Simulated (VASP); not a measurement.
# MgB2 (P6/mmm) in VASP: further runs

MgB2 is run at these levels: PBE; tasks: single point.

Everything below comes from runs of VASP 6.6.1. Logs are shortened: lines on timing, memory, paths and dates and some standing lists are left out, and cuts for length are marked.

## 1. The cell of the first run

It takes space group P6/mmm (No. 191, hexagonal). The conventional cell has a = 3.043 Å, b = 3.043 Å, c = 3.454 Å, α = 90.00°, β = 90.00°, γ = 120.00°. Mg (site symmetry 6/mmm) has 12 B at 2.46 Å and 6 Mg at 3.04 Å within 3.3 Å. B (site symmetry -6m2) has 3 B at 1.76 Å within 2.3 Å.

## 2. Single point, PBE (9.23 Å³/atom)

Input file INCAR:

```
SYSTEM = MgB2
PREC = Accurate
ENCUT = 520
EDIFF = 1E-7
ISMEAR = 0
SIGMA = 0.05
LREAL = .False.
LASPH = .True.
NELM = 100
ALGO = Normal
ISIF = 2
LWAVE = .False.
LCHARG = .True.
GGA = PE
LELF = .True.
LVHAR = .True.
NBANDS = 11
```

Input file KPOINTS:

```
Automatic mesh
0
Gamma
  14 14 12
  0 0 0
```

Input file POSCAR:

```
MgB2
1.0
    3.0430700390      0.0000000000      0.0000000000
   -1.5215350195      2.6353759593      0.0000000000
    0.0000000000      0.0000000000      3.4541975886
Mg B
1 2
Direct
    0.0000000000      0.0000000000      0.0000000000
    0.3333333333      0.6666666667      0.5000000000
    0.6666666667      0.3333333333      0.5000000000
```

Potentials or basis: VASP PAW PBE potentials, release 64 (Mg, B).

Command:

```sh
$ cat potpaw_PBE.64/Mg/POTCAR potpaw_PBE.64/B/POTCAR > POTCAR
$ mpirun -np 1 vasp_std > vasp.out
```

OUTCAR:

```text
SYSTEM = MgB2
   PREC = Accurate
   ENCUT = 520
   EDIFF = 1E-7
   ISMEAR = 0
   LREAL = .False.
   LASPH = .True.
   NELM = 100
   ISIF = 2
   GGA = PE

 ion  position               nearest neighbor table
   1  0.000  0.000  0.000-   2 2.46   3 2.46   2 2.46   3 2.46   3 2.46   3 2.46   2 2.46   2 2.46
                             3 2.46   3 2.46   2 2.46   2 2.46
   2  0.333  0.667  0.500-   3 1.76   3 1.76   3 1.76   1 2.46   1 2.46   1 2.46   1 2.46   1 2.46
                             1 2.46
   3  0.667  0.333  0.500-   2 1.76   2 1.76   2 1.76   1 2.46   1 2.46   1 2.46   1 2.46   1 2.46
                             1 2.46

  LATTYP: Found a hexagonal cell.
 ALAT       =     3.0430700390
 C/A-ratio  =     1.1351028877

  Lattice vectors:

 A1 = (   3.0430700390,   0.0000000000,   0.0000000000)
 A2 = (  -1.5215350195,   2.6353759593,   0.0000000000)
 A3 = (   0.0000000000,   0.0000000000,   3.4541975886)

Analysis of symmetry for initial positions (statically):
=====================================================================
 Subroutine PRICEL returns:
 Original cell was already a primitive cell.

 Routine SETGRP: Setting up the symmetry group for a
 hexagonal supercell.

 Subroutine GETGRP returns: Found 24 space group operations
 (whereof 24 operations were pure point group operations)
 out of a pool of 24 trial point group operations.

The static configuration has the point symmetry D_6h.

Analysis of symmetry for dynamics (positions and initial velocities):
=====================================================================
 Subroutine PRICEL returns:
 Original cell was already a primitive cell.

 Routine SETGRP: Setting up the symmetry group for a
 hexagonal supercell.

 Subroutine GETGRP returns: Found 24 space group operations
 (whereof 24 operations were pure point group operations)
 out of a pool of 24 trial point group operations.

The dynamic configuration has the point symmetry D_6h.

 Subroutine INISYM returns: Found 24 space group operations
 (whereof 24 operations are pure point group operations),
 and found     1 'primitive' translations

----------------------------------------------------------------------------------------

                                     Primitive cell

  volume of cell :      27.7014

  direct lattice vectors                    reciprocal lattice vectors
     3.043070039  0.000000000  0.000000000     0.328615506  0.189726251  0.000000000
    -1.521535019  2.635375959  0.000000000     0.000000000  0.379452501  0.000000000
     0.000000000  0.000000000  3.454197589     0.000000000  0.000000000  0.289502837

  length of vectors
     3.043070039  3.043070039  3.454197589     0.379452501  0.379452501  0.289502837

  position of ions in fractional coordinates (direct lattice)
     0.000000000  0.000000000  0.000000000
     0.333333333  0.666666667  0.500000000
     0.666666667  0.333333333  0.500000000

  ion indices of the primitive-cell ions
   primitive index   ion index
                 1           1
                 2           2
                 3           3

----------------------------------------------------------------------------------------

 KPOINTS: Automatic mesh

Automatic generation of k-mesh.
 Grid dimensions read from file:
 generate k-points for:   14   14   12

 Generating k-lattice:

  Cartesian coordinates                     Fractional coordinates (reciprocal lattice)
     0.023472536  0.013551875  0.000000000     0.071428571  0.000000000  0.000000000
     0.000000000  0.027103750  0.000000000     0.000000000  0.071428571  0.000000000
     0.000000000  0.000000000  0.024125236     0.000000000  0.000000000  0.083333333

  Length of vectors
     0.027103750  0.027103750  0.024125236

  Shift w.r.t. Gamma in fractional coordinates (k-lattice)
     0.000000000  0.000000000  0.000000000

 Subroutine IBZKPT returns following result:
 ===========================================

 Found    168 irreducible k-points:

 Following reciprocal coordinates:
            Coordinates               Weight
  0.000000  0.000000  0.000000      1.000000
  0.071429  0.000000  0.000000      6.000000
  0.142857 -0.000000  0.000000      6.000000
  0.214286 -0.000000  0.000000      6.000000
  0.285714  0.000000  0.000000      6.000000
  0.357143 -0.000000  0.000000      6.000000
[... 16 lines left out ...]
  0.285714  0.285714  0.000000      6.000000
  0.357143  0.285714  0.000000      6.000000
 [... further k-points ...]
   k-points           NKPTS =    168   k-points in BZ     NKDIM =    168   number of bands    NBANDS=     11
   number of dos      NEDOS =    301   number of ions     NIONS =      3
   total plane-waves  NPLWV =  16128
   dimension x,y,z NGX =    24 NGY =   24 NGZ =   28
   dimension x,y,z NGXF=    48 NGYF=   48 NGZF=   56
   ions per type =               1   2
   NGX,Y,Z   is equivalent  to a cutoff of  13.11, 13.11, 13.48 a.u.
   NGXF,Y,Z  is equivalent  to a cutoff of  26.22, 26.22, 26.95 a.u.
 SYSTEM =  MgB2
   PREC   = accura    normal or accurate (medium, high low for compatibility)
   ISTART =      0    job   : 0-new  1-cont  2-samecut
   ICHARG =      2    charge: 1-file 2-atom 10-const
   ISPIN  =      1    spin polarized calculation?
   LNONCOLLINEAR =      F non collinear calculations
   LSORBIT =      F    spin-orbit coupling
   LASPH  =      T    aspherical Exc in radial PAW
   ENCUT  =  520.0 eV  38.22 Ry    6.18 a.u.   5.66  5.66  6.42*2*pi/ulx,y,z
   NELM   =    100;   NELMIN=  2; NELMDL= -5     # of ELM steps
   EDIFF  = 0.1E-06   stopping-criterion for ELM
   LREAL  =      F    real-space projection
   EDIFFG = 0.1E-05   stopping-criterion for IOM
   NSW    =      0    number of steps for IOM
   IBRION =     -1    ionic relax: 0-MD 1-quasi-New 2-CG
   NFREE  =      0    steps in history (QN), initial steepest desc. (CG)
   ISIF   =      2    stress and relaxation
   ISYM   =      2    0-nonsym 1-usesym 2-fastsym
   POTIM  = 0.5000    time-step for ionic-motion
   TEBEG  =    0.0;   TEEND  =   0.0 temperature during run
   PSTRESS=    0.0 pullay stress
   NELECT =       8.0000    total number of electrons
   NUPDOWN=      -1.0000    fix difference up-down
   EMIN   =  10.00;   EMAX   =-10.00  energy-range for DOS
   EFERMI =   0.00;   METHOD = LEGACY
   ISMEAR =     0;   SIGMA  =   0.05  broadening in eV -4-tet -1-fermi 0-gaus
   EFERMI_NEDOS =   21; number of points for ismear=-14 and -15
   IALGO  =     38    algorithm
   IMIX   =      4    mixing-type and parameters
     AMIX     =   0.40;   BMIX     =  1.00
     AMIX_MAG =   1.60;   BMIX_MAG =  1.00
  volume/ion in A,a.u.               =       9.23        62.31
  Fermi-wavevector in a.u.,A,eV,Ry     =   1.082109  2.044889 15.931870  1.170959
  Thomas-Fermi vector in A             =   2.218142
   LORBIT       =      0    0 simple, 1 ext, 2 COOP (PROOUT), +10 PAW based schemes
   GGA     = PE    functional components
   LHFCALC =     F    Hartree Fock is set to
   AEXX    =    0.0000 exact exchange contribution
   IVDW    =     0    specifies the selected vdW correction
   LEPSILON=     F    determine dielectric tensor
   LRPA    =     F    only Hartree local field effects (RPA)
 non-spin polarized calculation
 Gauss-broadening in eV      SIGMA  =   0.05
  energy-cutoff  :      520.00
  volume of cell :       27.70
 maximum number of plane-waves:       763
 NGX is ok and might be reduce to    24
   NGX = 11   NGY = 11   NGZ = 13

 number of electron       8.0000000 magnetization

 Free energy of the ion-electron system (eV)
  ---------------------------------------------------
  ext. energy  EPLUGINS =         0.00000000
  ---------------------------------------------------
  free energy    TOTEN  =       -15.30416782 eV

  energy without entropy =      -15.30328290  energy(sigma->0) =      -15.30372536

 E-fermi :   5.5901     XC(G=0): -11.0990

 val. band max:        5.5892093138   @ k =   0.1429  -0.0000   0.5000
 cond. band min:       5.5976869192   @ k =   0.0714   0.0000   0.1667
 fundamental gap:      0.0084776055
 Fermi energy:         5.5901384088

 k-point     1 :       0.0000    0.0000    0.0000
  band No.  band energies     occupation
      1      -7.0981      2.00000
      2       2.6324      2.00000
      3       5.9593      0.00000
      4       5.9593      0.00000
      5       7.4713      0.00000
      6      12.0405      0.00000
      7      12.0405      0.00000
      8      14.0862      0.00000
      9      15.9076      0.00000
     10      18.6998      0.00000
     11      22.2024      0.00000

 k-point     2 :       0.0714    0.0000    0.0000
  band No.  band energies     occupation
      1      -7.0073      2.00000
      2       2.7206      2.00000
      3       5.4927      1.99413
      4       5.7381      0.00003
      5       7.5468      0.00000
      6      12.0057      0.00000
      7      12.4471      0.00000
      8      14.2713      0.00000
      9      15.5752      0.00000
     10      19.1491      0.00000
     11      21.7976      0.00000

 k-point     3 :       0.1429   -0.0000    0.0000
  band No.  band energies     occupation
      1      -6.7356      2.00000
      2       2.9837      2.00000
      3       4.3419      2.00000
      4       5.2183      2.00000
      5       7.7854      0.00000
      6      11.7624      0.00000
      7      13.5178      0.00000
      8      14.6639      0.00000
      9      14.7820      0.00000
     10      20.3263      0.00000
     11      20.9992      0.00000
[... 267 lines left out ...]
 k-point    23 :       0.2857    0.2857    0.0000
  band No.  band energies     occupation
      1      -2.9402      2.00000
      2      -0.9663      2.00000
      3       0.1298      2.00000
      4       6.4575      0.00000
      5       8.5093      0.00000
      6      11.3088      0.00000
      7      12.4821      0.00000
      8      14.8542      0.00000
      9      15.0945      0.00000
     10      17.8091      0.00000
     11      18.0437      0.00000

 k-point    24 :       0.3571    0.2857    0.0000
  band No.  band energies     occupation
      1      -2.1456      2.00000
      2      -1.6629      2.00000
      3      -0.1816      2.00000
      4       7.0364      0.00000
      5       7.8916      0.00000
      6      11.8312      0.00000
      7      12.1383      0.00000
      8      14.8610      0.00000
      9      15.0353      0.00000
     10      17.8760      0.00000
     11      18.9627      0.00000

 [... further k-points ...]

------------------------ aborting loop because EDIFF is reached ----------------------------------------

  FORCE on cell =-STRESS in cart. coord.  units (eV):
  Direction    XX          YY          ZZ          XY          YZ          ZX
  --------------------------------------------------------------------------------------
  -------------------------------------------------------------------------------------
  Total        1.0654440      1.0654440      1.0276813      0.0000000      0.0000000     -0.0000000
  in kB       61.6225266     61.6225266     59.4384328      0.0000000      0.0000000     -0.0000000
  external PRESSURE =      60.8944953 kB  Pullay stress =       0.0000000 kB

 VOLUME and BASIS-vectors are now :
 -----------------------------------------------------------------------------
  energy-cutoff  :      520.00
  volume of cell :       27.70
      direct lattice vectors                 reciprocal lattice vectors
     3.043070039  0.000000000  0.000000000     0.328615506  0.189726251  0.000000000
    -1.521535019  2.635375959  0.000000000     0.000000000  0.379452501  0.000000000
     0.000000000  0.000000000  3.454197589     0.000000000  0.000000000  0.289502837

 POSITION                                       TOTAL-FORCE (eV/Angst)
 -----------------------------------------------------------------------------------
      0.00000      0.00000      0.00000        -0.000000      0.000000      0.000000
     -0.00000      1.75692      1.72710        -0.000000      0.000000      0.000000
      1.52154      0.87846      1.72710         0.000000      0.000000      0.000000
 -----------------------------------------------------------------------------------
    total drift:                                0.000000     -0.000000      0.000000

  FREE ENERGIE OF THE ION-ELECTRON SYSTEM (eV)
  ---------------------------------------------------
  free  energy   TOTEN  =       -15.3041678223 eV

  energy  without entropy=      -15.3032829003  energy(sigma->0) =      -15.30372536
```

Wall time 17 s (1 thread of Intel Xeon 6975P-C (Granite Rapids), shared host); peak memory 0.18 GiB.

What came out:

* Free energy: -15.3042 eV
* Pressure: 6.1 GPa
* Band gap on the k mesh: zero (bands 4 and 5 overlap by 3.15 eV)

Stress tensor (GPa, compression positive):
```
6.16 0.00 0.00
0.00 6.16 0.00
0.00 0.00 5.94
```

Levels at points of the mesh, in eV from the Fermi level:
| k point | band 2 | band 3 | band 4 | band 5 | band 6 | band 7 |
| --- | --- | --- | --- | --- | --- | --- |
| (0.00, 0.00, 0.00) | -2.96 | 0.37 | 0.37 | 1.88 | 6.45 | 6.45 |
| (0.50, 0.00, 0.00) | -8.02 | -2.24 | 0.24 | 3.23 | 3.95 | 5.65 |
| (0.00, 0.00, 0.50) | -7.62 | 0.78 | 0.78 | 6.77 | 6.77 | 8.17 |
| (0.50, 0.00, 0.50) | -7.06 | -3.68 | -1.94 | -1.32 | 5.98 | 9.17 |

Caveat: the cell stands under pressure.

## 3. Single point, PBE (9.43 Å³/atom)

This run uses another cell than the first one, of 9.43 Å³/atom.

Input file INCAR:

```
  PREC = Accurate
  ENCUT = 520
  EDIFF = 1E-6
  ISMEAR = 0
  SIGMA = 0.05
  LREAL = False
  LASPH = True
  NELM = 80
  ALGO = Normal
  ISIF = 2
  LWAVE = False
  LCHARG = True
  GGA = PE
  LELF = True
  LVHAR = True
  NBANDS = 11
```

Input file KPOINTS:

```
regular mesh
0
Gamma
  14 14 12
```

Input file POSCAR:

```
MgB2
1.0
    3.0604714194      0.0000000000      0.0000000000
   -1.5302357097      2.6504459968      0.0000000000
    0.0000000000      0.0000000000      3.4861756035
Mg B
1 2
Direct
    0.0000000000      0.0000000000      0.0000000000
    0.3333333333      0.6666666667      0.5000000000
    0.6666666667      0.3333333333      0.5000000000
```

Potentials or basis: VASP PAW PBE potentials, release 64 (Mg, B).

Command:

```sh
$ cat potpaw_PBE.64/Mg/POTCAR potpaw_PBE.64/B/POTCAR > POTCAR
$ mpirun -np 1 vasp_std > vasp.out
```

OUTCAR:

```text
PREC = Accurate
   ENCUT = 520
   EDIFF = 1E-6
   ISMEAR = 0
   LREAL = False
   LASPH = True
   NELM = 80
   ISIF = 2
   GGA = PE

 ion  position               nearest neighbor table
   1  0.000  0.000  0.000-   2 2.48   3 2.48   2 2.48   3 2.48   3 2.48   3 2.48   2 2.48   2 2.48
                             3 2.48   3 2.48   2 2.48   2 2.48
   2  0.333  0.667  0.500-   3 1.77   3 1.77   3 1.77   1 2.48   1 2.48   1 2.48   1 2.48   1 2.48
                             1 2.48
   3  0.667  0.333  0.500-   2 1.77   2 1.77   2 1.77   1 2.48   1 2.48   1 2.48   1 2.48   1 2.48
                             1 2.48

  LATTYP: Found a hexagonal cell.
 ALAT       =     3.0604714194
 C/A-ratio  =     1.1390975852

  Lattice vectors:

 A1 = (   3.0604714194,   0.0000000000,   0.0000000000)
 A2 = (  -1.5302357097,   2.6504459968,   0.0000000000)
 A3 = (   0.0000000000,   0.0000000000,   3.4861756035)

Analysis of symmetry for initial positions (statically):
=====================================================================
 Subroutine PRICEL returns:
 Original cell was already a primitive cell.

 Routine SETGRP: Setting up the symmetry group for a
 hexagonal supercell.

 Subroutine GETGRP returns: Found 24 space group operations
 (whereof 24 operations were pure point group operations)
 out of a pool of 24 trial point group operations.

The static configuration has the point symmetry D_6h.

Analysis of symmetry for dynamics (positions and initial velocities):
=====================================================================
 Subroutine PRICEL returns:
 Original cell was already a primitive cell.

 Routine SETGRP: Setting up the symmetry group for a
 hexagonal supercell.

 Subroutine GETGRP returns: Found 24 space group operations
 (whereof 24 operations were pure point group operations)
 out of a pool of 24 trial point group operations.

The dynamic configuration has the point symmetry D_6h.

 Subroutine INISYM returns: Found 24 space group operations
 (whereof 24 operations are pure point group operations),
 and found     1 'primitive' translations

[... 130 lines left out ...]
  volume of cell :       28.28
 maximum number of plane-waves:       781
 NGX is ok and might be reduce to    24
   NGX = 11   NGY = 11   NGZ = 13

 number of electron       8.0000000 magnetization

 Free energy of the ion-electron system (eV)
  ---------------------------------------------------
  ext. energy  EPLUGINS =         0.00000000
  ---------------------------------------------------
  free energy    TOTEN  =       -15.32014042 eV

  energy without entropy =      -15.31926797  energy(sigma->0) =      -15.31970419

 E-fermi :   5.4510     XC(G=0): -11.0158

 val. band max:        5.4463275310   @ k =   0.1429  -0.0000   0.5000
 cond. band min:       5.4561801911   @ k =   0.0714  -0.0000   0.1667
 fundamental gap:      0.0098526601
 Fermi energy:         5.4510392131

 k-point     1 :       0.0000    0.0000    0.0000
  band No.  band energies     occupation
      1      -7.1210      2.00000
      2       2.4894      2.00000
      3       5.8182      0.00000
      4       5.8182      0.00000
      5       7.2122      0.00000
      6      11.8405      0.00000
      7      11.8405      0.00000
      8      13.7714      0.00000
      9      15.5987      0.00000
     10      18.3639      0.00000
     11      21.8451      0.00000
[... 309 lines left out ...]
 k-point    24 :       0.3571    0.2857    0.0000
  band No.  band energies     occupation
      1      -2.2269      2.00000
      2      -1.7405      2.00000
      3      -0.2451      2.00000
      4       6.8589      0.00000
      5       7.7024      0.00000
      6      11.5515      0.00000
      7      11.8762      0.00000
      8      14.5355      0.00000
      9      14.6538      0.00000
     10      17.5138      0.00000
     11      18.5898      0.00000

 [... further k-points ...]

------------------------ aborting loop because EDIFF is reached ----------------------------------------

  FORCE on cell =-STRESS in cart. coord.  units (eV):
  Direction    XX          YY          ZZ          XY          YZ          ZX
  --------------------------------------------------------------------------------------
  -------------------------------------------------------------------------------------
  Total        0.4925518      0.4925518      0.4603812      0.0000000     -0.0000000      0.0000000
  in kB       27.9065359     27.9065359     26.0838475      0.0000000     -0.0000000      0.0000000
  external PRESSURE =      27.2989731 kB  Pullay stress =       0.0000000 kB

 VOLUME and BASIS-vectors are now :
 -----------------------------------------------------------------------------
  energy-cutoff  :      520.00
  volume of cell :       28.28
      direct lattice vectors                 reciprocal lattice vectors
     3.060471419  0.000000000  0.000000000     0.326747047  0.188647496  0.000000000
    -1.530235710  2.650445997  0.000000000     0.000000000  0.377294992  0.000000000
     0.000000000  0.000000000  3.486175603     0.000000000  0.000000000  0.286847283

 POSITION                                       TOTAL-FORCE (eV/Angst)
 -----------------------------------------------------------------------------------
      0.00000      0.00000      0.00000        -0.000000      0.000000      0.000000
     -0.00000      1.76696      1.74309        -0.000000      0.000000      0.000000
      1.53024      0.88348      1.74309         0.000000      0.000000      0.000000
 -----------------------------------------------------------------------------------
    total drift:                                0.000000     -0.000000      0.000000

  FREE ENERGIE OF THE ION-ELECTRON SYSTEM (eV)
  ---------------------------------------------------
  free  energy   TOTEN  =       -15.3201404172 eV

  energy  without entropy=      -15.3192679701  energy(sigma->0) =      -15.31970419
```

stdout:

```text
POSCAR found type information on POSCAR MgB
 POSCAR found :  2 types and       3 ions
 scaLAPACK will be used
 LDA part: xc-table for (Slater+PW92), standard interpolation
 POSCAR, INCAR and KPOINTS ok, starting setup
 FFT: planning ... GRIDC
 FFT: planning ... GRID_SOFT
 FFT: planning ... GRID
 WAVECAR not read
 entering main loop
```

It took 15 s on 1 thread of Intel Xeon 6975P-C (Granite Rapids), shared host; peak memory 0.18 GiB.

What came out:

- Free energy: -15.3201 eV
- Pressure: 2.7 GPa
- Band gap on the k mesh: zero (bands 4 and 5 overlap by 3.08 eV)
